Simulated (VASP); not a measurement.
# Hf (Im-3m) in VASP: further runs

Runs on Hf. Level: PBE. Tasks: single point.

Program: VASP 6.6.1. These are calculated values, not measurements. Logs are shortened: lines on timing, memory, paths and dates and some standing lists are left out, and cuts for length are marked.

### Step 1. The cell of the first run

Symmetry: Im-3m, No. 229, cubic system. Conventional cell: a = 3.536 Å, b = 3.536 Å, c = 3.536 Å, α = 90.00°, β = 90.00°, γ = 90.00°. Within 4.0 Å of Hf (site symmetry m-3m) lie 14 Hf at 3.06 to 3.54 Å.

### Step 2. Single point, PBE (volume scaled by 0.94)

Input file INCAR:

```
PREC = Accurate
ENCUT = 520
EDIFF = 1E-6
ISMEAR = -1
SIGMA = 0.05
LREAL = False
LASPH = True
NELM = 60
ALGO = Normal
ISIF = 2
LWAVE = False
LCHARG = False
GGA = PE
NBANDS = 11
```

Input file KPOINTS:

```
Automatic mesh
0
Gamma
  14 14 14
```

Input file POSCAR:

```
Hf
1.0
   -1.7681529262      1.7681529262      1.7681529262
    1.7681529262     -1.7681529262      1.7681529262
    1.7681529262      1.7681529262     -1.7681529262
Hf
1
Direct
    0.0000000000      0.0000000000      0.0000000000
```

Potentials or basis: VASP PAW PBE potentials, release 64 (Hf_pv).

On the command line:

```bash
$ cat potpaw_PBE.64/Hf_pv/POTCAR > POTCAR
$ mpirun -np 1 vasp_std > vasp.out
```

OUTCAR:

```text
PREC = Accurate
   ENCUT = 520
   EDIFF = 1E-6
   ISMEAR = -1
   LREAL = False
   LASPH = True
   NELM = 60
   ISIF = 2
   GGA = PE

 ion  position               nearest neighbor table
   1  0.000  0.000  0.000-

  LATTYP: Found a body centered cubic cell.
 ALAT       =     3.5363058524

  Lattice vectors:

 A1 = (  -1.7681529262,   1.7681529262,   1.7681529262)
 A2 = (   1.7681529262,  -1.7681529262,   1.7681529262)
 A3 = (   1.7681529262,   1.7681529262,  -1.7681529262)

Analysis of symmetry for initial positions (statically):
=====================================================================
 Subroutine PRICEL returns:
 Original cell was already a primitive cell.

 Routine SETGRP: Setting up the symmetry group for a
 body centered cubic supercell.

 Subroutine GETGRP returns: Found 48 space group operations
 (whereof 48 operations were pure point group operations)
 out of a pool of 48 trial point group operations.

The static configuration has the point symmetry O_h .

Analysis of symmetry for dynamics (positions and initial velocities):
=====================================================================
 Subroutine PRICEL returns:
 Original cell was already a primitive cell.

 Routine SETGRP: Setting up the symmetry group for a
 body centered cubic supercell.

 Subroutine GETGRP returns: Found 48 space group operations
 (whereof 48 operations were pure point group operations)
 out of a pool of 48 trial point group operations.

The dynamic configuration has the point symmetry O_h .

 Subroutine INISYM returns: Found 48 space group operations
 (whereof 48 operations are pure point group operations),
 and found     1 'primitive' translations

----------------------------------------------------------------------------------------

                                     Primitive cell

  volume of cell :      22.1116

  direct lattice vectors                    reciprocal lattice vectors
    -1.768152926  1.768152926  1.768152926     0.000000000  0.282780970  0.282780970
     1.768152926 -1.768152926  1.768152926     0.282780970  0.000000000  0.282780970
     1.768152926  1.768152926 -1.768152926     0.282780970  0.282780970  0.000000000

  length of vectors
[... 81 lines left out ...]
   LREAL  =      F    real-space projection
   EDIFFG = 0.1E-04   stopping-criterion for IOM
   NSW    =      0    number of steps for IOM
   IBRION =     -1    ionic relax: 0-MD 1-quasi-New 2-CG
   NFREE  =      0    steps in history (QN), initial steepest desc. (CG)
   ISIF   =      2    stress and relaxation
   ISYM   =      2    0-nonsym 1-usesym 2-fastsym
   POTIM  = 0.5000    time-step for ionic-motion
   TEBEG  =    0.0;   TEEND  =   0.0 temperature during run
   PSTRESS=    0.0 pullay stress
   NELECT =      10.0000    total number of electrons
   NUPDOWN=      -1.0000    fix difference up-down
   EMIN   =  10.00;   EMAX   =-10.00  energy-range for DOS
   EFERMI =   0.00;   METHOD = LEGACY
   ISMEAR =    -1;   SIGMA  =   0.05  broadening in eV -4-tet -1-fermi 0-gaus
   EFERMI_NEDOS =   21; number of points for ismear=-14 and -15
   IALGO  =     38    algorithm
   IMIX   =      4    mixing-type and parameters
     AMIX     =   0.40;   BMIX     =  1.00
     AMIX_MAG =   1.60;   BMIX_MAG =  1.00
  volume/ion in A,a.u.               =      22.11       149.22
  Fermi-wavevector in a.u.,A,eV,Ry     =   1.256613  2.374655 21.484649  1.579077
  Thomas-Fermi vector in A             =   2.390313
   LORBIT       =      0    0 simple, 1 ext, 2 COOP (PROOUT), +10 PAW based schemes
   GGA     = PE    functional components
   LHFCALC =     F    Hartree Fock is set to
   AEXX    =    0.0000 exact exchange contribution
   IVDW    =     0    specifies the selected vdW correction
   LEPSILON=     F    determine dielectric tensor
   LRPA    =     F    only Hartree local field effects (RPA)
 non-spin polarized calculation
  energy-cutoff  :      520.00
  volume of cell :       22.11
 maximum number of plane-waves:       610
   NGX = 11   NGY = 11   NGZ = 11

 number of electron      10.0000000 magnetization

 Free energy of the ion-electron system (eV)
  ---------------------------------------------------
  ext. energy  EPLUGINS =         0.00000000
  ---------------------------------------------------
  free energy    TOTEN  =        -9.75109897 eV

  energy without entropy =       -9.73470117  energy(sigma->0) =       -9.74290007

 E-fermi :   4.6351     XC(G=0): -11.3362

 val. band max:        4.6337438800   @ k =  -0.3571   0.3571   0.0714
 cond. band min:       4.6587851472   @ k =   0.2857   0.2143   0.0000
 fundamental gap:      0.0250412671
 Fermi energy:         4.6351132330

 k-point     1 :       0.0000    0.0000    0.0000
  band No.  band energies     occupation
      1     -25.1324      2.00000
      2     -25.1324      2.00000
      3     -25.1324      2.00000
      4      -2.4197      2.00000
      5       6.1944      0.00000
      6       6.1944      0.00000
      7       6.1944      0.00000
      8       9.0080      0.00000
      9       9.0080      0.00000
     10      17.9959      0.00000
     11      17.9959      0.00000
[... 309 lines left out ...]
 k-point    24 :       0.3571    0.2857    0.0000
  band No.  band energies     occupation
      1     -25.7834      2.00000
      2     -25.6532      2.00000
      3     -25.2382      2.00000
      4       2.9596      2.00000
      5       4.0289      1.99999
      6       4.3199      1.99635
      7       9.1636      0.00000
      8       9.6733      0.00000
      9      12.3032      0.00000
     10      14.7668      0.00000
     11      16.1929      0.00000

 [... further k-points ...]

------------------------ aborting loop because EDIFF is reached ----------------------------------------

  FORCE on cell =-STRESS in cart. coord.  units (eV):
  Direction    XX          YY          ZZ          XY          YZ          ZX
  --------------------------------------------------------------------------------------
  -------------------------------------------------------------------------------------
  Total        0.0608367      0.0608367      0.0608367      0.0000000      0.0000000     -0.0000000
  in kB        4.4081564      4.4081564      4.4081564      0.0000000      0.0000000     -0.0000000
  external PRESSURE =       4.4081564 kB  Pullay stress =       0.0000000 kB

 VOLUME and BASIS-vectors are now :
 -----------------------------------------------------------------------------
  energy-cutoff  :      520.00
  volume of cell :       22.11
      direct lattice vectors                 reciprocal lattice vectors
    -1.768152926  1.768152926  1.768152926     0.000000000  0.282780970  0.282780970
     1.768152926 -1.768152926  1.768152926     0.282780970  0.000000000  0.282780970
     1.768152926  1.768152926 -1.768152926     0.282780970  0.282780970  0.000000000

 POSITION                                       TOTAL-FORCE (eV/Angst)
 -----------------------------------------------------------------------------------
      0.00000      0.00000      0.00000        -0.000000     -0.000000     -0.000000
 -----------------------------------------------------------------------------------
    total drift:                                0.000000      0.000000     -0.000000

  FREE ENERGIE OF THE ION-ELECTRON SYSTEM (eV)
  ---------------------------------------------------
  free  energy   TOTEN  =        -9.7510989665 eV

  energy  without entropy=       -9.7347011717  energy(sigma->0) =       -9.74290007
```

OSZICAR:

```text
N       E                     dE             d eps       ncg     rms          rms(c)
DAV:   1     0.138750105551E+02    0.13875E+02   -0.56724E+03  2304   0.836E+02
DAV:   2    -0.958148213549E+01   -0.23456E+02   -0.22686E+02  2842   0.159E+02
DAV:   3    -0.100850075503E+02   -0.50353E+00   -0.49833E+00  2868   0.155E+01
DAV:   4    -0.100871870990E+02   -0.21795E-02   -0.21784E-02  2601   0.121E+00
DAV:   5    -0.100871998670E+02   -0.12768E-04   -0.12768E-04  2876   0.817E-02    0.450E+01
DAV:   6    -0.983613269593E+01    0.25107E+00   -0.21351E-01  2525   0.343E+00    0.263E+01
DAV:   7    -0.975476638057E+01    0.81366E-01   -0.29877E-01  2561   0.393E+00    0.108E+00
DAV:   8    -0.975106554401E+01    0.37008E-02   -0.21058E-02  2528   0.102E+00    0.242E-01
DAV:   9    -0.975109443537E+01   -0.28891E-04   -0.26069E-04  3016   0.149E-01    0.498E-02
DAV:  10    -0.975109868150E+01   -0.42461E-05   -0.16099E-05  2639   0.318E-02    0.273E-02
DAV:  11    -0.975109896649E+01   -0.28499E-06   -0.21319E-06  2632   0.109E-02
   1 F= -.97510990E+01 E0= -.97429001E+01  d E =-.163978E-01
```

stdout:

```text
POSCAR found type information on POSCAR Hf
 POSCAR found :  1 types and       1 ions
 scaLAPACK will be used
 LDA part: xc-table for (Slater+PW92), standard interpolation
 POSCAR, INCAR and KPOINTS ok, starting setup
 FFT: planning ... GRIDC
 FFT: planning ... GRID_SOFT
 FFT: planning ... GRID
 WAVECAR not read
 entering main loop
```

It took 8.3 s on 1 thread of Intel Xeon 6975P-C, shared host; peak memory 0.15 GiB.

Results:

```
Free energy            : -9.7511 eV
Pressure               : 0.4 GPa
Band gap on the k mesh : zero (band 5 reaches 6.19 eV, above the bottom of band 6 at 3.89 eV)
```

Caveat: spin-orbit coupling is left out, which moves the levels of the heavy elements.

### Step 3. Single point, PBE (volume scaled by 0.96)

Input file INCAR:

```
SYSTEM = Hf
PREC = Accurate
ENCUT = 520
EDIFF = 1E-7
ISMEAR = -1
SIGMA = 0.05
LREAL = .False.
LASPH = .True.
NELM = 60
ALGO = Normal
ISIF = 2
LWAVE = .False.
LCHARG = .False.
GGA = PE
NBANDS = 11
```

Input file KPOINTS:

```
regular mesh
0
Gamma
  14 14 14
  0 0 0
```

Input file POSCAR:

```
Hf
1.0
   -1.7806051177      1.7806051177      1.7806051177
    1.7806051177     -1.7806051177      1.7806051177
    1.7806051177      1.7806051177     -1.7806051177
Hf
1
Direct
    0.0000000000      0.0000000000      0.0000000000
```

Potentials or basis: VASP PAW PBE potentials, release 64 (Hf_pv).

On the command line:

```bash
$ cat potpaw_PBE.64/Hf_pv/POTCAR > POTCAR
$ mpirun -np 1 vasp_std > vasp.out
```

Run time: 10 s. Hardware: 1 thread of Intel Xeon 6975P-C, shared host; peak memory 0.15 GiB.

It converged, with:

* Free energy: -9.7494 eV
* Pressure: -1.6 GPa
* Band gap on the k mesh: zero (band 5 reaches 6.03 eV, above the bottom of band 6 at 3.76 eV)

Levels at points of the mesh, in eV from the Fermi level:
```tsv
k point	band 3	band 4	band 5	band 6	band 7	band 8
(0.00, 0.00, 0.00)	-29.86	-6.99	1.54	1.54	1.54	4.29
(0.50, 0.00, 0.00)	-29.86	-3.33	-0.46	1.04	4.11	5.11
(0.50, 0.50, 0.50)	-30.41	-2.51	-2.51	6.72	6.72	6.72
```

Caveat: spin-orbit coupling is left out, which moves the levels of the heavy elements.

### Step 4. Single point, PBE (volume scaled by 0.98)

Input file INCAR:

```
PREC = Accurate
ENCUT = 520
EDIFF = 1E-6
ISMEAR = -1
SIGMA = 0.05
LREAL = F
LASPH = T
NELM = 100
ALGO = Normal
ISIF = 2
LWAVE = F
LCHARG = F
GGA = PE
NBANDS = 11
```

Input file KPOINTS:

```
Automatic mesh
0
Gamma
  14 14 14
```

Input file POSCAR:

```
Hf
1.0
   -1.7928855410      1.7928855410      1.7928855410
    1.7928855410     -1.7928855410      1.7928855410
    1.7928855410      1.7928855410     -1.7928855410
Hf
1
Direct
    0.0000000000      0.0000000000      0.0000000000
```

On the command line:

```bash
$ cat potpaw_PBE.64/Hf_pv/POTCAR > POTCAR
$ mpirun -np 1 vasp_std > vasp.out
```

Wall time 10 s (1 thread of Intel Xeon 6975P-C, shared host); peak memory 0.16 GiB.

It converged, with:

| Item | Value |
| --- | --- |
| Free energy | -9.7419 eV |
| Pressure | -3.5 GPa |
| Band gap on the k mesh | zero (band 5 reaches 5.88 eV, above the bottom of band 6 at 3.64 eV) |

Levels at points of the mesh, in eV from the Fermi level:
```tsv
k point	band 2	band 3	band 4	band 5	band 6	band 7	band 8	band 9
(0.00, 0.00, 0.00)	-29.94	-29.94	-6.93	1.51	1.51	1.51	4.21	4.21
(0.50, 0.00, 0.00)	-30.18	-29.94	-3.27	-0.43	0.97	4.02	4.99	7.35
(0.50, 0.50, 0.50)	-30.46	-30.46	-2.43	-2.43	6.56	6.56	6.56	7.00
```

Caveat: spin-orbit coupling is left out, which moves the levels of the heavy elements.

### Step 5. Single point, PBE (volume scaled by 0.99)

Input file INCAR:

```
PREC = Accurate
ENCUT = 520
EDIFF = 1E-6
ISMEAR = -1
SIGMA = 0.05
LREAL = F
LASPH = T
NELM = 60
ALGO = Normal
ISIF = 2
LWAVE = F
LCHARG = T
GGA = PE
LELF = T
LVHAR = T
NBANDS = 11
```

KPOINTS is that of step 4.

Input file POSCAR:

```
Hf
1.0
   -1.7989631656      1.7989631656      1.7989631656
    1.7989631656     -1.7989631656      1.7989631656
    1.7989631656      1.7989631656     -1.7989631656
Hf
1
Direct
    0.0000000000      0.0000000000      0.0000000000
```

On the command line:

```bash
$ cat potpaw_PBE.64/Hf_pv/POTCAR > POTCAR
$ mpirun -np 1 vasp_std > vasp.out
```

Wall time 10 s (1 thread of Intel Xeon 6975P-C, shared host); peak memory 0.15 GiB.

It converged, with:

| Quantity | Value |
| --- | --- |
| Free energy | -9.7361 eV |
| Pressure | -4.4 GPa |
| Band gap on the k mesh | zero (band 5 reaches 5.80 eV, above the bottom of band 6 at 3.58 eV) |

Levels at points of the mesh, in eV from the Fermi level:
| k point | band 2 | band 3 | band 4 | band 5 | band 6 | band 7 | band 8 | band 9 |
| --- | --- | --- | --- | --- | --- | --- | --- | --- |
| (0.00, 0.00, 0.00) | -29.98 | -29.98 | -6.90 | 1.50 | 1.50 | 1.50 | 4.17 | 4.17 |
| (0.50, 0.00, 0.00) | -30.22 | -29.99 | -3.24 | -0.42 | 0.93 | 3.98 | 4.94 | 7.26 |
| (0.50, 0.50, 0.50) | -30.49 | -30.49 | -2.39 | -2.39 | 6.49 | 6.49 | 6.49 | 6.92 |

Caveat: spin-orbit coupling is left out, which moves the levels of the heavy elements.

### Step 6. Overview

```csv
cell,gap on the mesh (eV),pressure (GPa)
"a = 3.063 Å, angles 109.5°, 1 atom",none,0.4
"a = 3.084 Å, angles 109.5°, 1 atom",none,-1.6
"a = 3.105 Å, angles 109.5°, 1 atom",none,-3.5
"a = 3.116 Å, angles 109.5°, 1 atom",none,-4.4
```

Alike in all rows: task single point; level PBE; potentials or basis VASP PAW PBE potentials, release 64 (Hf_pv); no spin polarisation; k mesh 14 × 14 × 14; cutoff (eV) 520; smearing fermi-dirac 0.05 eV.

Caveats: spin-orbit coupling is left out, which moves the levels of the heavy elements.

Absolute energies hang on the potentials; compare differences alone.
